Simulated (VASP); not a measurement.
# CaC2 (I4/mmm) in VASP: further runs

CaC2 is run at these levels: LDA; tasks: single point.

All numbers are computed with VASP 6.6.1; they aren't measurements. Logs are shortened: lines on timing, memory, paths and dates and some standing lists are left out, and cuts for length are marked.

### 1 The cell of the first run

It takes space group I4/mmm (No. 139, tetragonal). The conventional cell has a = 3.965 Å, b = 3.965 Å, c = 6.724 Å, α = 90.00°, β = 90.00°, γ = 90.00°. Within 3.6 Å of Ca (site symmetry 4/mmm) lie 10 C at 2.70 to 2.88 Å. C (site symmetry 4mm) has 1 C at 1.32 Å within 1.8 Å.

### 2 Single point, LDA (strain +0.025 along x and y, +0.050 along z)

INCAR

```
PREC = Accurate
ENCUT = 520
EDIFF = 1E-6
ISMEAR = 0
SIGMA = 0.05
LREAL = F
LASPH = T
NELM = 80
ALGO = Normal
ISIF = 2
LWAVE = F
LCHARG = T
LELF = T
LVHAR = T
NBANDS = 16
```

KPOINTS

```
regular mesh
0
Gamma
  10 10 10
```

POSCAR

```
CaC2
1.0
   -1.9826560644      1.9826560644      3.3622168046
    1.9826560644     -1.9826560644      3.3622168046
    1.9826560644      1.9826560644     -3.3622168046
Ca C
1 2
Direct
    0.0000000000      0.0000000000      0.0000000000
    0.5978927200      0.5978927200      0.0000000000
    0.4021072800      0.4021072800      0.0000000000
```

Potentials or basis: VASP PAW LDA potentials, release 64 (Ca_sv, C).

The run is started by

```console
cat potpaw_LDA.64/Ca_sv/POTCAR potpaw_LDA.64/C/POTCAR > POTCAR
mpirun -np 1 vasp_std > vasp.out
```

OUTCAR:

```text
PREC = Accurate
   ENCUT = 520
   EDIFF = 1E-6
   ISMEAR = 0
   LREAL = F
   LASPH = T
   NELM = 80
   ISIF = 2

 ion  position               nearest neighbor table
   1  0.000  0.000  0.000-
   2  0.598  0.598  0.000-   3 1.32
   3  0.402  0.402  0.000-   2 1.32

  LATTYP: Found a body centered tetragonal cell.
 ALAT       =     3.9653121288
 C/A-ratio  =     1.6958144506

  Lattice vectors:

 A1 = (  -1.9826560644,   1.9826560644,   3.3622168046)
 A2 = (   1.9826560644,  -1.9826560644,   3.3622168046)
 A3 = (   1.9826560644,   1.9826560644,  -3.3622168046)

Analysis of symmetry for initial positions (statically):
=====================================================================
 Subroutine PRICEL returns:
 Original cell was already a primitive cell.

 Routine SETGRP: Setting up the symmetry group for a
 body centered tetragonal supercell.

 Subroutine GETGRP returns: Found 16 space group operations
 (whereof 16 operations were pure point group operations)
 out of a pool of 16 trial point group operations.

The static configuration has the point symmetry D_4h.

Analysis of symmetry for dynamics (positions and initial velocities):
=====================================================================
 Subroutine PRICEL returns:
 Original cell was already a primitive cell.

 Routine SETGRP: Setting up the symmetry group for a
 body centered tetragonal supercell.

 Subroutine GETGRP returns: Found 16 space group operations
 (whereof 16 operations were pure point group operations)
 out of a pool of 16 trial point group operations.

The dynamic configuration has the point symmetry D_4h.

 Subroutine INISYM returns: Found 16 space group operations
 (whereof 16 operations are pure point group operations),
 and found     1 'primitive' translations

----------------------------------------------------------------------------------------

                                     Primitive cell

  volume of cell :      52.8665

  direct lattice vectors                    reciprocal lattice vectors
    -1.982656064  1.982656064  3.362216805     0.000000000  0.252186957  0.148711409
     1.982656064 -1.982656064  3.362216805     0.252186957  0.000000000  0.148711409
     1.982656064  1.982656064 -3.362216805     0.252186957  0.252186957  0.000000000

  length of vectors
     4.377939239  4.377939239  4.377939239     0.292768415  0.292768415  0.356646215

  position of ions in fractional coordinates (direct lattice)
     0.000000000  0.000000000  0.000000000
     0.597892720  0.597892720  0.000000000
     0.402107280  0.402107280  0.000000000

  ion indices of the primitive-cell ions
   primitive index   ion index
                 1           1
                 2           2
                 3           3

----------------------------------------------------------------------------------------

 KPOINTS: regular mesh

Automatic generation of k-mesh.
 Grid dimensions read from file:
 generate k-points for:   10   10   10

 Generating k-lattice:

  Cartesian coordinates                     Fractional coordinates (reciprocal lattice)
     0.000000000  0.025218696  0.014871141     0.100000000 -0.000000000  0.000000000
     0.025218696  0.000000000  0.014871141    -0.000000000  0.100000000  0.000000000
     0.025218696  0.025218696  0.000000000     0.000000000  0.000000000  0.100000000

  Length of vectors
     0.029276841  0.029276841  0.035664622

  Shift w.r.t. Gamma in fractional coordinates (k-lattice)
     0.000000000  0.000000000  0.000000000

 Subroutine IBZKPT returns following result:
 ===========================================

 Found    102 irreducible k-points:

 Following reciprocal coordinates:
            Coordinates               Weight
  0.000000  0.000000  0.000000      1.000000
  0.100000  0.000000 -0.000000      8.000000
  0.200000  0.000000 -0.000000      8.000000
  0.300000  0.000000  0.000000      8.000000
  0.400000 -0.000000  0.000000      8.000000
  0.500000  0.000000  0.000000      4.000000
[... 16 lines left out ...]
  0.300000  0.300000  0.000000      8.000000
  0.400000  0.300000 -0.000000     16.000000
 [... further k-points ...]
   k-points           NKPTS =    102   k-points in BZ     NKDIM =    102   number of bands    NBANDS=     16
   number of dos      NEDOS =    301   number of ions     NIONS =      3
   total plane-waves  NPLWV =  46656
   dimension x,y,z NGX =    36 NGY =   36 NGZ =   36
   dimension x,y,z NGXF=    72 NGYF=   72 NGZF=   72
   ions per type =               1   2
   NGX,Y,Z   is equivalent  to a cutoff of  13.67, 13.67, 13.67 a.u.
   NGXF,Y,Z  is equivalent  to a cutoff of  27.34, 27.34, 27.34 a.u.
 SYSTEM =  unknown system
   PREC   = accura    normal or accurate (medium, high low for compatibility)
   ISTART =      0    job   : 0-new  1-cont  2-samecut
   ICHARG =      2    charge: 1-file 2-atom 10-const
   ISPIN  =      1    spin polarized calculation?
   LNONCOLLINEAR =      F non collinear calculations
   LSORBIT =      F    spin-orbit coupling
   LASPH  =      T    aspherical Exc in radial PAW
   ENCUT  =  520.0 eV  38.22 Ry    6.18 a.u.   8.14  8.14  8.14*2*pi/ulx,y,z
   NELM   =     80;   NELMIN=  2; NELMDL= -5     # of ELM steps
   EDIFF  = 0.1E-05   stopping-criterion for ELM
   LREAL  =      F    real-space projection
   EDIFFG = 0.1E-04   stopping-criterion for IOM
   NSW    =      0    number of steps for IOM
   IBRION =     -1    ionic relax: 0-MD 1-quasi-New 2-CG
   NFREE  =      0    steps in history (QN), initial steepest desc. (CG)
   ISIF   =      2    stress and relaxation
   ISYM   =      2    0-nonsym 1-usesym 2-fastsym
   POTIM  = 0.5000    time-step for ionic-motion
   TEBEG  =    0.0;   TEEND  =   0.0 temperature during run
   PSTRESS=    0.0 pullay stress
   NELECT =      18.0000    total number of electrons
   NUPDOWN=      -1.0000    fix difference up-down
   EMIN   =  10.00;   EMAX   =-10.00  energy-range for DOS
   EFERMI =   0.00;   METHOD = LEGACY
   ISMEAR =     0;   SIGMA  =   0.05  broadening in eV -4-tet -1-fermi 0-gaus
   EFERMI_NEDOS =   21; number of points for ismear=-14 and -15
   IALGO  =     38    algorithm
   IMIX   =      4    mixing-type and parameters
     AMIX     =   0.40;   BMIX     =  1.00
     AMIX_MAG =   1.60;   BMIX_MAG =  1.00
  volume/ion in A,a.u.               =      17.62       118.92
  Fermi-wavevector in a.u.,A,eV,Ry     =   1.143156  2.160252 17.780171  1.306806
  Thomas-Fermi vector in A             =   2.279852
   LORBIT       =      0    0 simple, 1 ext, 2 COOP (PROOUT), +10 PAW based schemes
   GGA     = CA    functional components
   LHFCALC =     F    Hartree Fock is set to
   AEXX    =    0.0000 exact exchange contribution
   IVDW    =     0    specifies the selected vdW correction
   LEPSILON=     F    determine dielectric tensor
   LRPA    =     F    only Hartree local field effects (RPA)
 non-spin polarized calculation
 Gauss-broadening in eV      SIGMA  =   0.05
  energy-cutoff  :      520.00
  volume of cell :       52.87
 maximum number of plane-waves:      1449
 NGX is ok and might be reduce to    36
   NGX = 17   NGY = 17   NGZ = 17

 number of electron      17.9999999 magnetization

 Free energy of the ion-electron system (eV)
  ---------------------------------------------------
  ext. energy  EPLUGINS =         0.00000000
  ---------------------------------------------------
  free energy    TOTEN  =       -21.81057538 eV

  energy without entropy =      -21.81057538  energy(sigma->0) =      -21.81057538

 E-fermi :   1.1888     XC(G=0):  -9.4251

 val. band max:        0.8526341960   @ k =   0.5000   0.5000   0.5000
 cond. band min:       2.0454272528   @ k =   0.5000   0.5000   0.0000
 fundamental gap:      1.1927930568
 Fermi energy:         1.1888307170

 k-point     1 :       0.0000    0.0000    0.0000
  band No.  band energies     occupation
      1     -38.1174      2.00000
      2     -19.4042      2.00000
      3     -19.4042      2.00000
      4     -19.3080      2.00000
      5     -11.4921      2.00000
      6      -1.6998      2.00000
[... 8 lines left out ...]
     15       9.1458      0.00000
     16       9.1458      0.00000

 k-point     2 :       0.1000    0.0000   -0.0000
  band No.  band energies     occupation
      1     -38.1167      2.00000
      2     -19.4145      2.00000
      3     -19.4038      2.00000
      4     -19.3106      2.00000
      5     -11.4564      2.00000
      6      -2.1195      2.00000
[... 8 lines left out ...]
     15       8.8959      0.00000
     16       9.0294      0.00000

 k-point     3 :       0.2000    0.0000   -0.0000
  band No.  band energies     occupation
      1     -38.1150      2.00000
      2     -19.4417      2.00000
      3     -19.4029      2.00000
      4     -19.3166      2.00000
      5     -11.3619      2.00000
      6      -2.5631      2.00000
[... 8 lines left out ...]
     15       8.3081      0.00000
     16       8.6750      0.00000

 k-point     4 :       0.3000    0.0000    0.0000
  band No.  band energies     occupation
      1     -38.1128      2.00000
      2     -19.4757      2.00000
      3     -19.4017      2.00000
      4     -19.3233      2.00000
      5     -11.2425      2.00000
      6      -2.9435      2.00000
[... 8 lines left out ...]
     15       7.6729      0.00000
     16       8.0919      0.00000
[... 324 lines left out ...]
 k-point    22 :      -0.2000    0.2000    0.0000
  band No.  band energies     occupation
      1     -38.1134      2.00000
      2     -19.4437      2.00000
      3     -19.4256      2.00000
      4     -19.3144      2.00000
      5     -11.3162      2.00000
      6      -1.9531      2.00000
[... 8 lines left out ...]
     15       7.6832      0.00000
     16       9.2393      0.00000

 k-point    23 :       0.3000    0.3000    0.0000
  band No.  band energies     occupation
      1     -38.1088      2.00000
      2     -19.4656      2.00000
      3     -19.4592      2.00000
      4     -19.3338      2.00000
      5     -11.1520      2.00000
      6      -3.0875      2.00000
[... 8 lines left out ...]
     15       7.7822      0.00000
     16       8.4434      0.00000

 k-point    24 :       0.4000    0.3000   -0.0000
  band No.  band energies     occupation
      1     -38.1077      2.00000
      2     -19.4835      2.00000
      3     -19.4552      2.00000
      4     -19.3329      2.00000
      5     -11.1440      2.00000
      6      -2.9131      2.00000
[... 8 lines left out ...]
     15       8.1653      0.00000
     16       8.3732      0.00000

 [... further k-points ...]
[... 5 lines left out ...]
  --------------------------------------------------------------------------------------
  -------------------------------------------------------------------------------------
  Total       -2.1299070     -2.1299070     -8.4900143      0.0000000      0.0000000      0.0000000
  in kB      -64.5491845    -64.5491845   -257.2992577      0.0000000      0.0000000      0.0000000
  external PRESSURE =    -128.7992089 kB  Pullay stress =       0.0000000 kB

 VOLUME and BASIS-vectors are now :
 -----------------------------------------------------------------------------
  energy-cutoff  :      520.00
  volume of cell :       52.87
      direct lattice vectors                 reciprocal lattice vectors
    -1.982656064  1.982656064  3.362216805     0.000000000  0.252186957  0.148711409
     1.982656064 -1.982656064  3.362216805     0.252186957  0.000000000  0.148711409
     1.982656064  1.982656064 -3.362216805     0.252186957  0.252186957  0.000000000

 POSITION                                       TOTAL-FORCE (eV/Angst)
 -----------------------------------------------------------------------------------
      0.00000      0.00000      0.00000        -0.000000     -0.000000     -0.000000
      0.00000      0.00000      4.02049        -0.000000     -0.000000     -3.495313
      0.00000      0.00000      2.70394         0.000000      0.000000      3.495313
 -----------------------------------------------------------------------------------
    total drift:                                0.000000      0.000000      0.000000

  FREE ENERGIE OF THE ION-ELECTRON SYSTEM (eV)
  ---------------------------------------------------
  free  energy   TOTEN  =       -21.8105753762 eV

  energy  without entropy=      -21.8105753762  energy(sigma->0) =      -21.81057538
```

Run time: 5.6 min. Hardware: 1 thread of AMD EPYC 7R13, shared host; peak memory 0.2 GiB.

Results:

| Item | Value |
| --- | --- |
| Free energy | -21.8106 eV |
| Pressure | -12.9 GPa |
| Largest force | 3.495 eV/Å |
| Band gap on the k mesh | 1.19 eV, indirect (least direct gap 2.18 eV) |

Forces on the atoms (eV/Å):
```
Ca   0.000  0.000  0.000
C    0.000  0.000 -3.495
C    0.000  0.000  3.495
```

Levels at points of the mesh, in eV from the valence-band top:
| k point | band 5 | band 6 | band 7 | band 8 | band 9 | band 10 | band 11 | band 12 | band 13 | band 14 |
| --- | --- | --- | --- | --- | --- | --- | --- | --- | --- | --- |
| (0.00, 0.00, 0.00) | -12.34 | -2.55 | -2.48 | -0.86 | -0.86 | 2.99 | 2.99 | 3.95 | 4.72 | 5.45 |
| (0.50, 0.00, 0.00) | -11.96 | -4.15 | -2.27 | -1.62 | -0.87 | 4.38 | 5.38 | 5.57 | 5.77 | 5.82 |
| (0.50, 0.50, 0.00) | -12.04 | -3.18 | -2.52 | -1.49 | -0.99 | 1.19 | 5.04 | 5.93 | 6.60 | 6.81 |
| (0.50, 0.50, 0.50) | -12.10 | -4.54 | -1.43 | -1.43 | 0.00 | 3.04 | 5.09 | 5.76 | 5.91 | 5.91 |

Caveat: the cell differs from its parent crystal (strain +0.025 along x and y, +0.050 along z); forces of over 1 eV/Å act on the atoms, so gaps and moduli don't describe the material at rest. A k mesh can miss the band edges.

(Part 1 of 2 ends here.)
